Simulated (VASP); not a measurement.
# CaMg2O3 (P6/mmm) in VASP: further runs

CaMg2O3 is run at these levels: PBE; tasks: single point, relaxation of cell and atoms.

Program: VASP 6.6.1. These are calculated values, not measurements. Logs are shortened: lines on timing, memory, paths and dates and some standing lists are left out, and cuts for length are marked.

## 1. The cell of the first run

Symmetry: P6/mmm, No. 191, hexagonal system. The conventional cell has a = 5.401 Å, b = 5.401 Å, c = 2.804 Å, α = 90.00°, β = 90.00°, γ = 120.00°. Ca (site symmetry 6/mmm) has 2 Ca at 2.80 Å and 12 O at 3.04 Å and 6 Mg at 3.12 Å within 3.7 Å. Mg (site symmetry -6m2) has 6 O at 2.10 Å within 2.8 Å. O (site symmetry mmm) has 4 Mg at 2.10 Å and 4 O at 2.70 Å within 2.8 Å.

## 2. Single point, PBE

INCAR

```
  ALGO = Normal
  EDIFF = 1E-7
  ENCUT = 520
  GGA = PE
  ISIF = 2
  ISMEAR = 0
  LASPH = True
  LCHARG = False
  LREAL = False
  LWAVE = False
  NBANDS = 25
  NELM = 60
  PREC = Accurate
  SIGMA = 0.1
```

KPOINTS

```
k-points
0
Gamma
  6 6 6
```

POSCAR

```
CaMg2O3
1.0
    5.4005117513      0.0000000000      0.0000000000
   -2.7002558756      4.6769803701      0.0000000000
    0.0000000000      0.0000000000      2.8039880018
Ca Mg O
1 2 3
Direct
    0.0000000000      0.0000000000      0.5000000000
    0.3333333333      0.6666666667      0.5000000000
    0.6666666667      0.3333333333      0.5000000000
    0.5000000000      0.5000000000      0.0000000000
    0.5000000000      0.0000000000      0.0000000000
    0.0000000000      0.5000000000      0.0000000000
```

Potentials or basis: VASP PAW PBE potentials, release 64 (Ca_sv, Mg, O).

Run with:

```console
$ cat potpaw_PBE.64/Ca_sv/POTCAR potpaw_PBE.64/Mg/POTCAR potpaw_PBE.64/O/POTCAR > POTCAR
$ mpirun -np 1 vasp_std > vasp.out
```

OUTCAR:

```text
EDIFF = 1E-7
   ENCUT = 520
   GGA = PE
   ISIF = 2
   ISMEAR = 0
   LASPH = True
   LREAL = False
   NELM = 60
   PREC = Accurate

 ion  position               nearest neighbor table
   1  0.000  0.000  0.500-   2 3.12   3 3.12   3 3.12   2 3.12   3 3.12   2 3.12
   2  0.333  0.667  0.500-   6 2.10   6 2.10   5 2.10   5 2.10   4 2.10   4 2.10   1 3.12   3 3.12
                             3 3.12   1 3.12   1 3.12   3 3.12
   3  0.667  0.333  0.500-   6 2.10   6 2.10   5 2.10   5 2.10   4 2.10   4 2.10   1 3.12   2 3.12
                             2 3.12   1 3.12   1 3.12   2 3.12
   4  0.500  0.500  0.000-   2 2.10   3 2.10   2 2.10   3 2.10
   5  0.500  0.000  0.000-   2 2.10   3 2.10   2 2.10   3 2.10
   6  0.000  0.500  0.000-   2 2.10   3 2.10   2 2.10   3 2.10

  LATTYP: Found a hexagonal cell.
 ALAT       =     5.4005117513
 C/A-ratio  =     0.5192078327

  Lattice vectors:

 A1 = (   5.4005117513,   0.0000000000,   0.0000000000)
 A2 = (  -2.7002558756,   4.6769803701,   0.0000000000)
 A3 = (   0.0000000000,   0.0000000000,   2.8039880018)

Analysis of symmetry for initial positions (statically):
=====================================================================
 Subroutine PRICEL returns:
 Original cell was already a primitive cell.

 Routine SETGRP: Setting up the symmetry group for a
 hexagonal supercell.

 Subroutine GETGRP returns: Found 24 space group operations
 (whereof 24 operations were pure point group operations)
 out of a pool of 24 trial point group operations.

The static configuration has the point symmetry D_6h.

Analysis of symmetry for dynamics (positions and initial velocities):
=====================================================================
 Subroutine PRICEL returns:
 Original cell was already a primitive cell.

 Routine SETGRP: Setting up the symmetry group for a
 hexagonal supercell.

 Subroutine GETGRP returns: Found 24 space group operations
 (whereof 24 operations were pure point group operations)
 out of a pool of 24 trial point group operations.

The dynamic configuration has the point symmetry D_6h.

 Subroutine INISYM returns: Found 24 space group operations
 (whereof 24 operations are pure point group operations),
 and found     1 'primitive' translations

----------------------------------------------------------------------------------------

                                     Primitive cell

  volume of cell :      70.8234

  direct lattice vectors                    reciprocal lattice vectors
     5.400511751  0.000000000  0.000000000     0.185167637  0.106906585  0.000000000
    -2.700255876  4.676980370  0.000000000     0.000000000  0.213813170  0.000000000
     0.000000000  0.000000000  2.803988002     0.000000000  0.000000000  0.356634907

  length of vectors
     5.400511751  5.400511751  2.803988002     0.213813170  0.213813170  0.356634907

  position of ions in fractional coordinates (direct lattice)
     0.000000000  0.000000000  0.500000000
     0.333333333  0.666666667  0.500000000
     0.666666667  0.333333333  0.500000000
     0.500000000  0.500000000  0.000000000
     0.500000000  0.000000000  0.000000000
     1.000000000  0.500000000  0.000000000

  ion indices of the primitive-cell ions
   primitive index   ion index
                 1           1
                 2           2
                 3           3
                 4           4
                 5           5
                 6           6

----------------------------------------------------------------------------------------

 KPOINTS: k-points

Automatic generation of k-mesh.
 Grid dimensions read from file:
 generate k-points for:    6    6    6

 Generating k-lattice:

  Cartesian coordinates                     Fractional coordinates (reciprocal lattice)
     0.030861273  0.017817764  0.000000000     0.166666667 -0.000000000  0.000000000
     0.000000000  0.035635528  0.000000000     0.000000000  0.166666667  0.000000000
     0.000000000  0.000000000  0.059439151     0.000000000  0.000000000  0.166666667

  Length of vectors
     0.035635528  0.035635528  0.059439151

  Shift w.r.t. Gamma in fractional coordinates (k-lattice)
     0.000000000  0.000000000  0.000000000

 Subroutine IBZKPT returns following result:
 ===========================================

 Found     28 irreducible k-points:

 Following reciprocal coordinates:
            Coordinates               Weight
  0.000000  0.000000  0.000000      1.000000
  0.166667 -0.000000  0.000000      6.000000
  0.333333  0.000000  0.000000      6.000000
  0.500000  0.000000  0.000000      3.000000
  0.166667  0.166667  0.000000      6.000000
  0.333333  0.166667  0.000000     12.000000
[... 16 lines left out ...]
  0.166667 -0.000000  0.500000      6.000000
  0.333333  0.000000  0.500000      6.000000
 [... further k-points ...]
   k-points           NKPTS =     28   k-points in BZ     NKDIM =     28   number of bands    NBANDS=     25
   number of dos      NEDOS =    301   number of ions     NIONS =      6
   total plane-waves  NPLWV =  38400
   dimension x,y,z NGX =    40 NGY =   40 NGZ =   24
   dimension x,y,z NGXF=    80 NGYF=   80 NGZF=   48
   ions per type =               1   2   3
   NGX,Y,Z   is equivalent  to a cutoff of  12.31, 12.31, 14.23 a.u.
   NGXF,Y,Z  is equivalent  to a cutoff of  24.63, 24.63, 28.46 a.u.
 SYSTEM =  unknown system
   PREC   = accura    normal or accurate (medium, high low for compatibility)
   ISTART =      0    job   : 0-new  1-cont  2-samecut
   ICHARG =      2    charge: 1-file 2-atom 10-const
   ISPIN  =      1    spin polarized calculation?
   LNONCOLLINEAR =      F non collinear calculations
   LSORBIT =      F    spin-orbit coupling
   LASPH  =      T    aspherical Exc in radial PAW
   ENCUT  =  520.0 eV  38.22 Ry    6.18 a.u.  10.04 10.04  5.21*2*pi/ulx,y,z
   NELM   =     60;   NELMIN=  2; NELMDL= -5     # of ELM steps
   EDIFF  = 0.1E-06   stopping-criterion for ELM
   LREAL  =      F    real-space projection
   EDIFFG = 0.1E-05   stopping-criterion for IOM
   NSW    =      0    number of steps for IOM
   IBRION =     -1    ionic relax: 0-MD 1-quasi-New 2-CG
   NFREE  =      0    steps in history (QN), initial steepest desc. (CG)
   ISIF   =      2    stress and relaxation
   ISYM   =      2    0-nonsym 1-usesym 2-fastsym
   POTIM  = 0.5000    time-step for ionic-motion
   TEBEG  =    0.0;   TEEND  =   0.0 temperature during run
   PSTRESS=    0.0 pullay stress
   NELECT =      32.0000    total number of electrons
   NUPDOWN=      -1.0000    fix difference up-down
   EMIN   =  10.00;   EMAX   =-10.00  energy-range for DOS
   EFERMI =   0.00;   METHOD = LEGACY
   ISMEAR =     0;   SIGMA  =   0.10  broadening in eV -4-tet -1-fermi 0-gaus
   EFERMI_NEDOS =   21; number of points for ismear=-14 and -15
   IALGO  =     38    algorithm
   IMIX   =      4    mixing-type and parameters
     AMIX     =   0.40;   BMIX     =  1.00
     AMIX_MAG =   1.60;   BMIX_MAG =  1.00
  volume/ion in A,a.u.               =      11.80        79.66
  Fermi-wavevector in a.u.,A,eV,Ry     =   1.256221  2.373913 21.471225  1.578090
  Thomas-Fermi vector in A             =   2.389939
   LORBIT       =      0    0 simple, 1 ext, 2 COOP (PROOUT), +10 PAW based schemes
   GGA     = PE    functional components
   LHFCALC =     F    Hartree Fock is set to
   AEXX    =    0.0000 exact exchange contribution
   IVDW    =     0    specifies the selected vdW correction
   LEPSILON=     F    determine dielectric tensor
   LRPA    =     F    only Hartree local field effects (RPA)
 non-spin polarized calculation
 Gauss-broadening in eV      SIGMA  =   0.10
  energy-cutoff  :      520.00
  volume of cell :       70.82
 maximum number of plane-waves:      1926
   NGX = 21   NGY = 21   NGZ = 11

 number of electron      32.0000018 magnetization

 Free energy of the ion-electron system (eV)
  ---------------------------------------------------
  ext. energy  EPLUGINS =         0.00000000
  ---------------------------------------------------
  free energy    TOTEN  =       -32.02972434 eV

  energy without entropy =      -32.02701322  energy(sigma->0) =      -32.02836878

 E-fermi :   3.8059     XC(G=0): -10.4753

 val. band max:        3.7365439520   @ k =   0.5000   0.0000   0.5000
 cond. band min:       3.8929769274   @ k =   0.1667  -0.0000   0.0000
 fundamental gap:      0.1564329754
 Fermi energy:         3.8059099210

 k-point     1 :       0.0000    0.0000    0.0000
  band No.  band energies     occupation
      1     -38.5096      2.00000
      2     -19.3620      2.00000
      3     -19.3620      2.00000
      4     -19.0117      2.00000
      5     -13.6927      2.00000
      6     -12.4626      2.00000
[... 17 lines left out ...]
     24      12.5890      0.00000
     25      12.9340      0.00000

 k-point     2 :       0.1667   -0.0000    0.0000
  band No.  band energies     occupation
      1     -38.5096      2.00000
      2     -19.3665      2.00000
      3     -19.3632      2.00000
      4     -19.0116      2.00000
      5     -13.6199      2.00000
      6     -12.5444      2.00000
[... 17 lines left out ...]
     24      12.1465      0.00000
     25      13.4408      0.00000

 k-point     3 :       0.3333    0.0000    0.0000
  band No.  band energies     occupation
      1     -38.5095      2.00000
      2     -19.3753      2.00000
      3     -19.3655      2.00000
      4     -19.0116      2.00000
      5     -13.4282      2.00000
      6     -12.7537      2.00000
[... 17 lines left out ...]
     24      11.4339      0.00000
     25      14.0173      0.00000

 k-point     4 :       0.5000    0.0000    0.0000
  band No.  band energies     occupation
      1     -38.5095      2.00000
      2     -19.3796      2.00000
      3     -19.3667      2.00000
      4     -19.0115      2.00000
      5     -13.2610      2.00000
      6     -12.9292      2.00000
[... 17 lines left out ...]
     24      11.0872      0.00000
     25      14.3702      0.00000

 k-point     5 :       0.1667    0.1667    0.0000
  band No.  band energies     occupation
      1     -38.5095      2.00000
      2     -19.3723      2.00000
      3     -19.3657      2.00000
      4     -19.0116      2.00000
      5     -13.4865      2.00000
      6     -12.6854      2.00000
[... 17 lines left out ...]
     24      11.4461      0.00000
     25      13.9500      0.00000

 k-point     6 :       0.3333    0.1667    0.0000
  band No.  band energies     occupation
      1     -38.5094      2.00000
      2     -19.3774      2.00000
      3     -19.3689      2.00000
      4     -19.0115      2.00000
      5     -13.2752      2.00000
      6     -12.9006      2.00000
[... 17 lines left out ...]
     24      10.7419      0.00000
     25      14.5300      0.00000
[... 393 lines left out ...]
 k-point    21 :       0.3333    0.3333    0.3333
  band No.  band energies     occupation
      1     -38.3524      2.00000
      2     -19.9998      2.00000
      3     -19.2345      2.00000
      4     -19.2345      2.00000
      5     -12.6245      2.00000
      6     -12.6245      2.00000
[... 17 lines left out ...]
     24      12.0853      0.00000
     25      14.8762      0.00000

 k-point    22 :       0.0000    0.0000    0.5000
  band No.  band energies     occupation
      1     -38.2987      2.00000
      2     -20.3087      2.00000
      3     -19.1845      2.00000
      4     -19.1845      2.00000
      5     -12.8674      2.00000
      6     -11.9404      2.00000
[... 17 lines left out ...]
     24      10.4976      0.00000
     25      12.2033      0.00000

 k-point    23 :       0.1667   -0.0000    0.5000
  band No.  band energies     occupation
      1     -38.2986      2.00000
      2     -20.3079      2.00000
      3     -19.1853      2.00000
      4     -19.1847      2.00000
      5     -12.8230      2.00000
      6     -12.0058      2.00000
[... 17 lines left out ...]
     24      11.1377      0.00000
     25      12.5347      0.00000

 k-point    24 :       0.3333    0.0000    0.5000
  band No.  band energies     occupation
      1     -38.2986      2.00000
      2     -20.3062      2.00000
      3     -19.1870      2.00000
      4     -19.1851      2.00000
      5     -12.7044      2.00000
      6     -12.1659      2.00000
[... 17 lines left out ...]
     24      12.0963      0.00000
     25      13.2170      0.00000

 [... further k-points ...]
[... 5 lines left out ...]
  --------------------------------------------------------------------------------------
  -------------------------------------------------------------------------------------
  Total       -0.1149757     -0.1149757     -0.2052736     -0.0000000      0.0000000      0.0000000
  in kB       -2.6009992     -2.6009992     -4.6437313     -0.0000000      0.0000000      0.0000000
  external PRESSURE =      -3.2819099 kB  Pullay stress =       0.0000000 kB

 VOLUME and BASIS-vectors are now :
 -----------------------------------------------------------------------------
  energy-cutoff  :      520.00
  volume of cell :       70.82
      direct lattice vectors                 reciprocal lattice vectors
     5.400511751  0.000000000  0.000000000     0.185167637  0.106906585  0.000000000
    -2.700255876  4.676980370  0.000000000     0.000000000  0.213813170  0.000000000
     0.000000000  0.000000000  2.803988002     0.000000000  0.000000000  0.356634907

 POSITION                                       TOTAL-FORCE (eV/Angst)
 -----------------------------------------------------------------------------------
      0.00000      0.00000      1.40199         0.000000      0.000000     -0.000000
     -0.00000      3.11799      1.40199        -0.000000      0.000000     -0.000000
      2.70026      1.55899      1.40199         0.000000     -0.000000      0.000000
      1.35013      2.33849      0.00000         0.000000      0.000000     -0.000000
      2.70026      0.00000      0.00000         0.000000      0.000000     -0.000000
     -1.35013      2.33849      0.00000         0.000000      0.000000     -0.000000
 -----------------------------------------------------------------------------------
    total drift:                               -0.000000      0.000000     -0.000000

  FREE ENERGIE OF THE ION-ELECTRON SYSTEM (eV)
  ---------------------------------------------------
  free  energy   TOTEN  =       -32.0297243434 eV

  energy  without entropy=      -32.0270132171  energy(sigma->0) =      -32.02836878
```

Run time: 49 s. Hardware: 1 thread of Intel Xeon Platinum 8488C (Sapphire Rapids), shared host; peak memory 0.21 GiB.

Results:

```
Free energy            : -32.0297 eV
Pressure               : -0.3 GPa
Band gap on the k mesh : zero (band 16 reaches 3.74 eV, above the bottom of band 17 at 3.64 eV)
```

Stress tensor (GPa, compression positive):
```
-0.26  0.00  0.00
 0.00 -0.26  0.00
 0.00  0.00 -0.46
```

Caveat: the k points lie up to 0.37 Å⁻¹ apart.

(Continued in part 2 of 2.)
